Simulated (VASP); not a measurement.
A run of VASP 6.6.1:

Contents of INCAR:

```
SYSTEM = LiMg
PREC = Accurate
ENCUT = 520
EDIFF = 1E-7
ISMEAR = 0
SIGMA = 0.02
LREAL = .FALSE.
LASPH = .TRUE.
NELM = 80
ALGO = Normal
ISIF = 2
LWAVE = .FALSE.
LCHARG = .FALSE.
GGA = PS
NBANDS = 10
```

KPOINTS

```
regular mesh
0
G
  6 6 4
  0 0 0
```

POSCAR

```
LiMg
1.0
    1.6839591836     -2.4751938939      0.0000000000
    1.6839591836      2.4751938939      0.0000000000
    0.0000000000      0.0000000000      5.0155592531
Li Mg
1 1
Direct
    0.0000000000      0.0000000000      0.0000000000
    0.5000000000      0.5000000000      0.5000000000
```

Potentials or basis: VASP PAW PBE potentials, release 64 (Li_sv, Mg).

Launch:

```sh
$ cat potpaw_PBE.64/Li_sv/POTCAR potpaw_PBE.64/Mg/POTCAR > POTCAR
$ mpirun -np 1 vasp_std > vasp.out
```

Hardware: 1 thread of Intel(R) Xeon(R) Platinum 8259CL CPU @ 2.50GHz (Skylake/Cascade Lake) (shared host).

**Question.** Estimate the wall time of this run.

**Answer.** Wall time 12 s on 1 thread of Intel(R) Xeon(R) Platinum 8259CL CPU @ 2.50GHz (Skylake/Cascade Lake) (shared host), peak memory 0.16 GiB. Counts: scf iterations 13, k points 39.
